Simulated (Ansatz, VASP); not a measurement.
# HfSnTe4 in VASP and in Ansatz

INCAR

```
SYSTEM = HfSnTe4
  PREC = Accurate
  ENCUT = 520
  EDIFF = 1E-7
  ISMEAR = 0
  SIGMA = 0.1
  LREAL = .FALSE.
  LASPH = .TRUE.
  NELM = 60
  ALGO = Normal
  ISIF = 2
  LWAVE = .FALSE.
  LCHARG = .FALSE.
  GGA = PE
  NBANDS = 33
```

File KPOINTS:

```
Automatic mesh
0
G
  12 12 4
  0 0 0
```

POSCAR

```
HfSnTe4
1.0
    4.0635411163      0.0000000000      0.0000000000
   -2.0317705582      3.5191298360      0.0000000000
    0.0000000000      0.0000000000     14.4703774226
Hf Sn Te
1 1 4
Direct
    0.0000000000      0.0000000000      0.5000000000
    0.0000000000      0.0000000000      0.0000000000
    0.3333333333      0.6666666667      0.1248993419
    0.3333333333      0.6666666667      0.6198051662
    0.6666666667      0.3333333333      0.3801948338
    0.6666666667      0.3333333333      0.8751006581
```

Input for Ansatz:

```yaml
crystal:
  lattice:
    - [4.0635411163, 0.0, 0.0]
    - [-2.0317705582, 3.519129836, 0.0]
    - [0.0, 0.0, 14.4703774226]
  atoms:
    - { symbol: Hf, position: [0.0, 0.0, 0.5] }
    - { symbol: Sn, position: [0.0, 0.0, 0.0] }
    - { symbol: Te, position: [0.3333333333, 0.6666666667, 0.1248993419] }
    - { symbol: Te, position: [0.3333333333, 0.6666666667, 0.6198051662] }
    - { symbol: Te, position: [0.6666666667, 0.3333333333, 0.3801948338] }
    - { symbol: Te, position: [0.6666666667, 0.3333333333, 0.8751006581] }
basis:
  ecutwfc: 420
kpoints:
  mp_grid: { grid: [12, 12, 4] }
  band_path:
    path:
      - [[0.0, 0.0, 0.0], [0.5, 0.0, 0.0], [0.33333333, 0.33333333, 0.0], [0.0, 0.0, 0.0], [0.0, 0.0, 0.5], [0.5, 0.0, 0.5], [0.33333333, 0.33333333, 0.5], [0.0, 0.0, 0.5]]
      - [[0.5, 0.0, 0.5], [0.5, 0.0, 0.0]]
      - [[0.33333333, 0.33333333, 0.5], [0.33333333, 0.33333333, 0.0]]
    npoints: 14
hamiltonian:
  xc: pbe
scf:
  occupations: { method: gaussian, width: 0.1 }
  n_extra_bands: 15
output:
  forces: true
  stress: true
  eigenvalues: true
  populations: true
  dos: { projected: true, de: 0.02, nscf_kmesh: { grid: [15, 15, 5] } }
  bader: true
  write_density: true
  write_potential: true
  elf: true
  volumetric_format: npy
```

Alike in both runs: task single point; functional PBE; k mesh 12 × 12 × 4; occupations gaussian, width 0.1 eV; no spin polarisation.

|  | VASP | Ansatz |
| --- | --- | --- |
| version | VASP 6.6.1 | Ansatz 0.2.0 |
| potentials or method | VASP PAW PBE potentials, release 64 (Hf_pv, Sn_d, Te), cutoff 520 eV | scalar-relativistic, plane waves, PAW |
| valence electrons in the cell | 48 | 104 |

VASP gave:

```
gap on the k mesh at the Fermi level (eV)                     : none
pressure (GPa)                                                : -0.1
traceless stress, the component that is largest in VASP (GPa) : 0.05
rms of the force components (eV/Å)                            : 0.011
```

Problem. Estimate Ansatz's values.

Solution. gap on the k mesh at the Fermi level (eV): none; pressure (GPa): 0.0; traceless stress, the component that is largest in VASP (GPa): 0.03; rms of the force components (eV/Å): 0.001.

Atom by atom the forces differ by 0.010 eV/Å (rms over components). A gap of «none» marks a metal or a gap that the smearing closes. VASP's potentials hold 48 valence electrons a cell and Ansatz's 104, so a difference there can come from the potentials and not from the codes.

Spin-orbit coupling is off throughout.
